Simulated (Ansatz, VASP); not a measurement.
**Two plane-wave programs on SnO**

Contents of INCAR:

```
SYSTEM = SnO
ALGO = Normal ; DIPOL = 0.5 0.5 0.394
EDIFF = 1E-6 ; ENCUT = 520
GGA = PE ; IDIPOL = 3
ISIF = 2 ; ISMEAR = 0
IVDW = 12 ; LASPH = .TRUE.
LCHARG = .FALSE. ; LDIPOL = .TRUE.
LREAL = .FALSE. ; LWAVE = .FALSE.
NBANDS = 50 ; NELM = 60
PREC = Accurate ; SIGMA = 0.05
```

The input KPOINTS:

```
k-points
0
G
  7 7 1
  0 0 0
```

POSCAR

```
SnO
1.0
    3.8201528543      0.0002954551      0.0000000000
   -0.0003145191      3.8201528528      0.0000000000
    0.0000000000      0.0000000000     22.2260743460
Sn O
4 4
Direct
    0.9999452911      0.9999452911      0.2024649036
    0.4999452911      0.4999452911      0.3087831466
    0.4999452911      0.4999452911      0.4784037436
    0.9999452911      0.9999452911      0.5847219866
    0.9999461074      0.4999461074      0.2556240251
    0.4999461074      0.9999461074      0.2556240251
    0.4999444748      0.9999444748      0.5315628651
    0.9999444748      0.4999444748      0.5315628651
```

Input for Ansatz:

```yaml
crystal:
  lattice:
    - [3.8201528543, 0.0002954551, 0.0]
    - [-0.0003145191, 3.8201528528, 0.0]
    - [0.0, 0.0, 22.226074346]
  atoms:
    - { symbol: Sn, position: [0.9999452911, 0.9999452911, 0.2024649036] }
    - { symbol: O, position: [0.9999461074, 0.4999461074, 0.2556240251] }
    - { symbol: O, position: [0.4999461074, 0.9999461074, 0.2556240251] }
    - { symbol: Sn, position: [0.4999452911, 0.4999452911, 0.3087831466] }
    - { symbol: Sn, position: [0.4999452911, 0.4999452911, 0.4784037436] }
    - { symbol: O, position: [0.4999444748, 0.9999444748, 0.5315628651] }
    - { symbol: O, position: [0.9999444748, 0.4999444748, 0.5315628651] }
    - { symbol: Sn, position: [0.9999452911, 0.9999452911, 0.5847219866] }
basis:
  ecutwfc: 420
kpoints:
  mp_grid: { grid: [7, 7, 1] }
hamiltonian:
  xc: pbe
  pseudopotentials: { kind: paw, azcp: { folder: soft_1 } }
  dispersion: d3bj
scf:
  occupations: { method: gaussian, width: 0.05 }
output:
  forces: true
  eigenvalues: true
efield:
  axis: 3
  dipole_correction: true
  ramp_width: 0.04
```

Alike in both runs: task single point; functional PBE; dispersion D3(BJ); k mesh 7 × 7 × 1; occupations gaussian, width 0.05 eV; no spin polarisation.

|  | VASP | Ansatz |
| --- | --- | --- |
| version | VASP 6.6.1 | Ansatz 0.2.0 |
| potentials or method | VASP PAW PBE potentials, release 64 (Sn_d, O), cutoff 520 eV | scalar-relativistic, plane waves, PAW |
| valence electrons in the cell | 80 | 80 |

VASP gave:

```
gap on the k mesh at the Fermi level (eV) : 1.96
least direct gap on the mesh (eV)         : 2.16
rms of the force components (eV/Å)        : 0.084
```

Question: Estimate Ansatz's values.

Answer: gap on the k mesh at the Fermi level (eV): 1.96; least direct gap on the mesh (eV): 2.17; rms of the force components (eV/Å): 0.109.

Ansatz's warnings: structure snapped to symmetry.
